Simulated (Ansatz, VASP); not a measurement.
**Ga: VASP beside Ansatz**

```
CELL_PARAMETERS angstrom
2.72030 0.00000 0.00000
0.00000 2.72030 0.00000
0.00000 0.00000 2.72030
ATOMIC_POSITIONS crystal
Ga 0.00000 0.00000 0.00000
```

Alike in both runs: task relaxation of cell and atoms; functional PBE; k mesh 16 × 16 × 16; occupations gaussian, width 0.1 eV; no spin polarisation.

|  | VASP | Ansatz |
| --- | --- | --- |
| version | VASP 6.6.1 | Ansatz 0.2.0 |
| potentials or method | VASP PAW PBE potentials, release 64 (Ga_d), cutoff 600 eV | scalar-relativistic, plane waves, PAW |
| valence electrons in the cell | 13 | 13 |

```tsv
	VASP	Ansatz	Ansatz less VASP
gap on the k mesh at the Fermi level, each at its own relaxed structure (eV)	none	none	-
relaxed volume (Å³/atom)	20.07	20.05	-0.024
relaxed cell length with the largest relative difference (Å)	2.718	2.717	-0.0011
```

A gap of «none» marks a metal or a gap that the smearing closes.
